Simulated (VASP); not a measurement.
# MoS2: single point with LDA

MoS2:

```
Mo S
1.0
     3.22746    0.00000    0.00000
    -1.61373    2.79507    0.00000
     0.00000    0.00000    6.31247
Mo S
1 2
Direct
  0.00000 0.00000 0.50000
  0.33333 0.66667 0.25532
  0.66667 0.33333 0.74468
```

- Program: VASP 6.6.1
- Task: single point
- Functional: LDA
- Potentials or basis: VASP PAW LDA potentials, release 64 (Mo_sv, S)
- Cutoff: 520 eV
- k mesh: 12 × 12 × 6
- Occupations: fermi-dirac, width 0.1 eV
- Spin: no spin polarisation
- Dipole correction: no
- Further INCAR settings: ALGO = Normal; EDIFF = 1e-06; NBANDS = 20

```yaml
Pressure: -5.7 GPa
Largest_force: 0.136 eV/Å
Band_gap_on_the_k_mesh: zero (bands 13 and 14 overlap by 0.97 eV)
```

Forces on the atoms (eV/Å):
```
Mo   0.000  0.000  0.000
S    0.000  0.000  0.136
S    0.000  0.000 -0.136
```

Stress tensor (GPa, compression positive):
```
-6.79  0.00  0.00
 0.00 -6.79  0.00
 0.00  0.00 -3.63
```

Levels at points of the mesh, in eV from the Fermi level:
```
           k point  band 11  band 12  band 13  band 14  band 15  band 16
(0.00, 0.00, 0.00)    -1.09    -0.95    -0.95    -0.28    -0.28     3.22
(0.50, 0.00, 0.00)    -3.16    -1.73    -1.71     0.94     1.70     3.65
(0.00, 0.00, 0.50)    -0.96    -0.96    -0.35    -0.35    -0.05     3.38
(0.50, 0.00, 0.50)    -2.34    -2.11    -1.57     0.94     1.72     3.32
```

Wall time 92 s on 1 thread of Intel Xeon 8259CL, on a shared host, peak memory 0.22 GiB.

Caveat: the cell stands under tension.
